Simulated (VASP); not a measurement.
# AgCl (P6/mmm) in VASP: relaxation of cell and atoms with PBE

Aim: the relaxation of cell and atoms of AgCl with PBE.

All numbers are computed with VASP 6.6.1; they aren't measurements. Logs are shortened: lines on timing, memory, paths and dates and some standing lists are left out, and cuts for length are marked.

### Step 1. The cell of the first run

It takes space group P6/mmm (No. 191, hexagonal). Conventional cell: a = 6.048 Å, b = 6.048 Å, c = 4.290 Å, α = 90.00°, β = 90.00°, γ = 120.00°. Within 3.6 Å of Ag (site symmetry mmm) lie 6 Cl at 2.77 to 3.02 Å and 4 Ag at 3.02 Å. Cl (site symmetry 6/mmm) has 6 Ag at 3.02 Å and 12 Cl at 4.10 Å within 4.1 Å. Within 3.6 Å of Cl (site symmetry -6m2) lie 6 Ag at 2.77 Å and 3 Cl at 3.49 Å.

### Step 2. Relaxation of cell and atoms, PBE

INCAR reads:

```
PREC = Accurate
ENCUT = 600
EDIFF = 1E-6
ISMEAR = 0
SIGMA = 0.1
LREAL = False
LASPH = True
NELM = 100
ALGO = Normal
ISIF = 3
LWAVE = False
LCHARG = False
GGA = PE
IBRION = 2
NSW = 100
EDIFFG = -0.01
```

KPOINTS reads:

```
Automatic mesh
0
Gamma
  6 6 10
```

POSCAR reads:

```
AgCl
1.0
    6.0484197526      0.0000000000      0.0000000000
   -3.0242098763      5.2380851585      0.0000000000
    0.0000000000      0.0000000000      4.2897252905
Ag Cl
3 3
Direct
    0.5000000000      0.0000000000      0.0000000000
    0.5000000000      0.5000000000      0.0000000000
    0.0000000000      0.5000000000      0.0000000000
    0.0000000000      0.0000000000      0.0000000000
    0.3333333333      0.6666666667      0.5000000000
    0.6666666667      0.3333333333      0.5000000000
```

Potentials or basis: VASP PAW PBE potentials, release 64 (Ag, Cl).

On the command line:

```bash
> cat potpaw_PBE.64/Ag/POTCAR potpaw_PBE.64/Cl/POTCAR > POTCAR
> mpirun -np 1 vasp_std > vasp.out
```

OUTCAR:

```text
PREC = Accurate
   ENCUT = 600
   EDIFF = 1E-6
   ISMEAR = 0
   LREAL = False
   LASPH = True
   NELM = 100
   ISIF = 3
   GGA = PE
   IBRION = 2
   NSW = 100
   EDIFFG = -0.01

 ion  position               nearest neighbor table
   1  0.500  0.000  0.000-   5 2.77   6 2.77   5 2.77   6 2.77   2 3.02   3 3.02   2 3.02   3 3.02
                             4 3.02   4 3.02
   2  0.500  0.500  0.000-   5 2.77   6 2.77   5 2.77   6 2.77   1 3.02   4 3.02   1 3.02   4 3.02
                             3 3.02   3 3.02
   3  0.000  0.500  0.000-   5 2.77   6 2.77   5 2.77   6 2.77   1 3.02   4 3.02   4 3.02   1 3.02
                             2 3.02   2 3.02
   4  0.000  0.000  0.000-   2 3.02   3 3.02   3 3.02   2 3.02   1 3.02   1 3.02
   5  0.333  0.667  0.500-   1 2.77   1 2.77   3 2.77   3 2.77   2 2.77   2 2.77
   6  0.667  0.333  0.500-   1 2.77   1 2.77   3 2.77   3 2.77   2 2.77   2 2.77

  LATTYP: Found a hexagonal cell.
 ALAT       =     6.0484197526
 C/A-ratio  =     0.7092307522

  Lattice vectors:

 A1 = (   6.0484197526,   0.0000000000,   0.0000000000)
 A2 = (  -3.0242098763,   5.2380851585,   0.0000000000)
 A3 = (   0.0000000000,   0.0000000000,   4.2897252905)

Analysis of symmetry for initial positions (statically):
=====================================================================
 Subroutine PRICEL returns:
 Original cell was already a primitive cell.

 Routine SETGRP: Setting up the symmetry group for a
 hexagonal supercell.

 Subroutine GETGRP returns: Found 24 space group operations
 (whereof 24 operations were pure point group operations)
 out of a pool of 24 trial point group operations.

The static configuration has the point symmetry D_6h.

Analysis of symmetry for dynamics (positions and initial velocities):
=====================================================================
 Subroutine PRICEL returns:
 Original cell was already a primitive cell.

 Routine SETGRP: Setting up the symmetry group for a
 hexagonal supercell.

 Subroutine GETGRP returns: Found 24 space group operations
 (whereof 24 operations were pure point group operations)
 out of a pool of 24 trial point group operations.

The dynamic configuration has the point symmetry D_6h.
[... 165 lines left out ...]
  in kB        0.0503574      0.0503574     -1.5627036      0.0000000     -0.0000000      0.0000000
  external PRESSURE =      -0.4873296 kB  Pullay stress =       0.0000000 kB

 VOLUME and BASIS-vectors are now :
 -----------------------------------------------------------------------------
  energy-cutoff  :      600.00
  volume of cell :      135.91
      direct lattice vectors                 reciprocal lattice vectors
     6.048419753  0.000000000  0.000000000     0.165332441  0.095454729  0.000000000
    -3.024209876  5.238085158  0.000000000     0.000000000  0.190909458  0.000000000
     0.000000000  0.000000000  4.289725290     0.000000000  0.000000000  0.233115161

 POSITION                                       TOTAL-FORCE (eV/Angst)
 -----------------------------------------------------------------------------------
      3.02421      0.00000      0.00000        -0.000000     -0.000000      0.000000
      1.51210      2.61904      0.00000        -0.000000     -0.000000      0.000000
     -1.51210      2.61904      0.00000        -0.000000     -0.000000      0.000000
      0.00000      0.00000      0.00000        -0.000000     -0.000000      0.000000
     -0.00000      3.49206      2.14486        -0.000000      0.000000      0.000000
      3.02421      1.74603      2.14486         0.000000     -0.000000      0.000000
 -----------------------------------------------------------------------------------
    total drift:                               -0.000000      0.000000      0.000000

  FREE ENERGIE OF THE ION-ELECTRON SYSTEM (eV)
  ---------------------------------------------------
  free  energy   TOTEN  =       -15.6916523652 eV

  energy  without entropy=      -15.6912151593  energy(sigma->0) =      -15.69143376

--------------------------------------- Ionic step        2  -------------------------------------------

 number of electron      53.9999987 magnetization

 Free energy of the ion-electron system (eV)
  ---------------------------------------------------
  ext. energy  EPLUGINS =         0.00000000
  ---------------------------------------------------
  free energy    TOTEN  =       -15.69174794 eV

  energy without entropy =      -15.69131130  energy(sigma->0) =      -15.69152962

 E-fermi :   3.2594     XC(G=0):  -9.5650

 val. band max:        3.2566032837   @ k =   0.0000   0.0000   0.0000
 cond. band min:       3.5577325561   @ k =   0.0000   0.0000   0.1000
 fundamental gap:      0.3011292724
 Fermi energy:         3.2594054054

 k-point     1 :       0.0000    0.0000    0.0000
  band No.  band energies     occupation
      1     -12.0565      2.00000
      2     -11.5088      2.00000
      3     -10.5312      2.00000
      4      -2.4056      2.00000
      5      -1.6382      2.00000
      6      -1.6382      2.00000
[... 829 lines left out ...]
     31       8.4581      0.00000
     32      10.0754      0.00000

 [... further k-points ...]
[... 5 lines left out ...]
  --------------------------------------------------------------------------------------
  -------------------------------------------------------------------------------------
  Total        0.0457030      0.0457030     -0.0408469      0.0000000     -0.0000000      0.0000000
  in kB        0.5393177      0.5393177     -0.4820131      0.0000000     -0.0000000      0.0000000
  external PRESSURE =       0.1988741 kB  Pullay stress =       0.0000000 kB

 VOLUME and BASIS-vectors are now :
 -----------------------------------------------------------------------------
  energy-cutoff  :      600.00
  volume of cell :      135.77
      direct lattice vectors                 reciprocal lattice vectors
     6.048627492 -0.000000000  0.000000000     0.165326762  0.095451451  0.000000000
    -3.024313746  5.238265066  0.000000000     0.000000000  0.190902902  0.000000000
     0.000000000 -0.000000000  4.285153152    -0.000000000 -0.000000000  0.233363888

 POSITION                                       TOTAL-FORCE (eV/Angst)
 -----------------------------------------------------------------------------------
      0.00000      5.23827      0.00000         0.000000     -0.000000      0.000000
      1.51216      2.61913      0.00000        -0.000000     -0.000000      0.000000
      4.53647      2.61913      0.00000        -0.000000     -0.000000      0.000000
      3.02431      5.23827      0.00000        -0.000000     -0.000000      0.000000
     -0.00000      3.49218      2.14258        -0.000000      0.000000     -0.000000
      3.02431      1.74609      2.14258         0.000000     -0.000000      0.000000
 -----------------------------------------------------------------------------------
    total drift:                               -0.000000      0.000000      0.000000

  FREE ENERGIE OF THE ION-ELECTRON SYSTEM (eV)
  ---------------------------------------------------
  free  energy   TOTEN  =       -15.6917479373 eV

  energy  without entropy=      -15.6913113029  energy(sigma->0) =      -15.69152962

 reached required accuracy - stopping structural energy minimisation
```

OSZICAR:

```text
N       E                     dE             d eps       ncg     rms          rms(c)
DAV:   1     0.392963617206E+03    0.39296E+03   -0.28356E+04  2688   0.173E+03
DAV:   2     0.941708226583E+01   -0.38355E+03   -0.37283E+03  3072   0.339E+02
[... 12 lines left out ...]
   1 F= -.15691652E+02 E0= -.15691434E+02  d E =-.156917E+02
       N       E                     dE             d eps       ncg     rms          rms(c)
DAV:   1    -0.156924595693E+02   -0.80760E-03   -0.23940E-02  2832   0.107E+00    0.187E-01
DAV:   2    -0.156918400087E+02    0.61956E-03   -0.18331E-03  2944   0.374E-01    0.690E-02
DAV:   3    -0.156917587015E+02    0.81307E-04   -0.17506E-04  3168   0.839E-02    0.432E-02
DAV:   4    -0.156917477380E+02    0.10964E-04   -0.30517E-05  3152   0.421E-02    0.841E-03
DAV:   5    -0.156917479373E+02   -0.19931E-06   -0.57656E-06  3160   0.226E-02
   2 F= -.15691748E+02 E0= -.15691530E+02  d E =-.955721E-04
```

Wall time 2 min (1 thread of Intel Xeon 6975P-C (Granite Rapids), shared host); peak memory 0.39 GiB.

Results:

```
Free energy                           : -15.6917 eV
Relaxed volume                        : 22.63 Å³/atom
Relaxed cell                          : a = 6.049 Å, b = 6.049 Å, c = 4.285 Å, α = 90.00°, β = 90.00°, γ = 120.00°
Space group after relaxing (to 0.1 Å) : P6/mmm (No. 191)
Energy gained by relaxing             : 0.0 meV/atom
Ionic steps                           : 2
Pressure after relaxing               : 0.0 GPa
Band gap on the k mesh                : 0.02 eV
```

Final structure:
```
Ag Cl
1.0
     6.04863    0.00000    0.00000
    -3.02431    5.23827    0.00000
     0.00000    0.00000    4.28515
Ag Cl
3 3
Direct
  0.50000 0.00000 0.00000
  0.50000 0.50000 0.00000
  0.00000 0.50000 0.00000
  0.00000 0.00000 0.00000
  0.33333 0.66667 0.50000
  0.66667 0.33333 0.50000
```

Caveat: the smearing spreads over this small gap; semilocal functionals underestimate gaps, and a narrow one can read as zero. A k mesh can miss the band edges.

The gap in the log of VASP goes by the Fermi energy; the results here count the filled bands.